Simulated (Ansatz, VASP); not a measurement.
## One calculation of Y, two programs

```
Y
1.0
     0.00000    3.45312    3.45312
     3.45312    0.00000    3.45312
     3.45312    3.45312    0.00000
Y
2
Direct
  0.78500 0.90500 0.90500
  0.21500 0.09500 0.09500
```

Change from the starting cell: shortest bond scaled by 0.76, norm-conserving files.

Alike in both runs: task single point; functional PBE; k mesh 8 × 8 × 8; occupations fermi-dirac, width 0.05 eV; no spin polarisation.

|  | VASP | Ansatz |
| --- | --- | --- |
| version | VASP 6.6.1 | Ansatz 0.2.0 |
| potentials or method | VASP PAW PBE potentials, release 64 (Y_sv) | scalar-relativistic |
| plane-wave cutoff (eV) | 520 | 980 |
| valence electrons in the cell | 22 | 22 |

Ansatz gave:

* pressure (GPa): 4.5
* traceless stress, the component that is largest in VASP (GPa): -9.45
* rms of the force components (eV/Å): 2.758

Question: What did VASP give for the same quantities?

Answer: Pressure (GPa): 4.5; traceless stress, the component that is largest in VASP (GPa): -9.44; rms of the force components (eV/Å): 2.754.

Atom by atom the forces differ by 0.004 eV/Å (rms over components).
